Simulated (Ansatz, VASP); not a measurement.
**RbBr: VASP beside Ansatz**

POSCAR

```
RbBr
1.0
    0.0128983229      3.8823951875      3.8823951875
    3.8823951875      0.0128983229      3.8823951875
    3.8823951875      3.8823951875      0.0128983229
Rb Br
1 1
Direct
    0.0001607517      0.0001607517      0.0001607517
    0.2498392483      0.2498392483      0.2498392483
```

Contents of INCAR.step1:

```
PREC = Accurate
ENCUT = 520
EDIFF = 1E-5
ISMEAR = 0
SIGMA = 0.01
LREAL = False
LASPH = True
NELM = 60
ALGO = Normal
ISIF = 2
LWAVE = True
LCHARG = False
GGA = PE
NBANDS = 15
```

The input INCAR.step2:

```
PREC = Accurate
ENCUT = 520
EDIFF = 1E-7
ISMEAR = 0
SIGMA = 0.01
LREAL = False
LASPH = True
NELM = 60
ALGO = Normal
ISIF = 2
LWAVE = False
LCHARG = False
GGA = PE
LHFCALC = True
HFSCREEN = 0.2079
PRECFOCK = Normal
ISTART = 1
NBANDS = 15
```

File KPOINTS:

```
regular mesh
0
Gamma
  4 4 4
```

Input for Ansatz:

```yaml
crystal:
  lattice:
    - [0.0128983229, 3.8823951875, 3.8823951875]
    - [3.8823951875, 0.0128983229, 3.8823951875]
    - [3.8823951875, 3.8823951875, 0.0128983229]
  atoms:
    - { symbol: Rb, position: [0.0001607517, 0.0001607517, 0.0001607517] }
    - { symbol: Br, position: [0.2498392483, 0.2498392483, 0.2498392483] }
kpoints:
  mp_grid: { grid: [4, 4, 4] }
  band_path:
    path:
      - [0.0, 0.0, 0.0]
      - [-0.5, -0.5, 0.0]
      - [-0.375, -0.375, 0.25]
      - [-0.375, 0.0, 0.375]
      - [0.0, 0.0, 0.5]
      - [-0.5, -0.25, 0.25]
      - [0.0, 0.5, 0.5]
    npoints: 1
hamiltonian:
  xc: hse06
scf:
  occupations: { method: fixed }
  n_extra_bands: 4
output:
  forces: true
  stress: true
  eigenvalues: true
  write_density: true
  write_potential: true
  elf: true
  volumetric_format: npy
```

Change from the starting cell: shear_111 strain +0.5%.

Alike in both runs: task single point; functional HSE06; k mesh 4 × 4 × 4; no spin polarisation.

```csv
,VASP,Ansatz
version,VASP 6.6.1,Ansatz 0.2.0
potentials or method,"VASP PAW PBE potentials, release 64 (Rb_sv, Br)","plane waves, PAW"
plane-wave cutoff (eV),520,420
occupations,"gaussian, width 0.01 eV",fixed
valence electrons in the cell,16,16
```

```csv
,VASP,Ansatz,Ansatz less VASP
gap on the k mesh at the Fermi level (eV),5.17,5.16,-0.003
pressure (GPa),0.0,0.0,-0.01
rms of the force components (eV/Å),0.004,0.004,0.0000
```

Atom by atom the forces differ by 0.000 eV/Å (rms over components). Ansatz's warnings: stress exchange threshold loose, stress scf threshold loose, xc potential rough in thin density.
